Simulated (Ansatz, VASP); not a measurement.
## Two plane-wave programs on CaF2

```xyz
3
Lattice="0.0000 2.7827 2.7827 2.7827 0.0000 2.7827 2.7827 2.7827 0.0000" Properties=species:S:1:pos:R:3 pbc="T T T"
Ca    0.0000    0.0000    0.0000
F     4.1740    4.1740    4.1740
F     1.3913    1.3913    1.3913
```

Alike in both runs: task single point; functional PBE; k mesh 8 × 8 × 8; occupations gaussian, width 0.02 eV; no spin polarisation.

|  | VASP | Ansatz |
| --- | --- | --- |
| version | VASP 6.6.1 | Ansatz 0.2.0 |
| potentials or method | VASP PAW PBE potentials, release 64 (Ca_sv, F), cutoff 600 eV | scalar-relativistic, plane waves, PAW |
| valence electrons in the cell | 24 | 24 |

```csv
,VASP,Ansatz,Ansatz less VASP
gap on the k mesh at the Fermi level (eV),6.95,6.97,+0.019
least direct gap on the mesh (eV),7.20,7.22,+0.018
pressure (GPa),-2.0,-2.1,-0.13
```
